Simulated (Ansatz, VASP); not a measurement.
Pb in VASP and in Ansatz

```xyz
1
Lattice="3.1895 0.0000 0.0000 0.0000 3.1895 0.0000 0.0000 0.0000 3.1895" Properties=species:S:1:pos:R:3 pbc="T T T"
Pb    0.0000    0.0000    0.0000
```

Alike in both runs: functional LDA; k mesh 13 × 13 × 13; occupations fermi-dirac, width 0.05 eV; no spin polarisation.

Ansatz relaxed the structure, and its values are those at the end. VASP's run is a single point on that final structure, the one shown.

|  | VASP | Ansatz |
| --- | --- | --- |
| version | VASP 6.6.1 | Ansatz 0.2.0 |
| potentials or method | VASP PAW LDA potentials, release 64 (Pb_d), cutoff 520 eV | all-electron LAPW, non-relativistic |

Ansatz gave:

```
pressure (GPa) : 0.0
```

Q: Which values does VASP return?

A: Pressure (GPa): -1.7.

LDA's correlation is that of Perdew and Zunger in VASP and of Perdew and Wang (1992) in Ansatz. Ansatz ran all-electron here, and VASP with PAW potentials.

Spin-orbit coupling is off throughout.
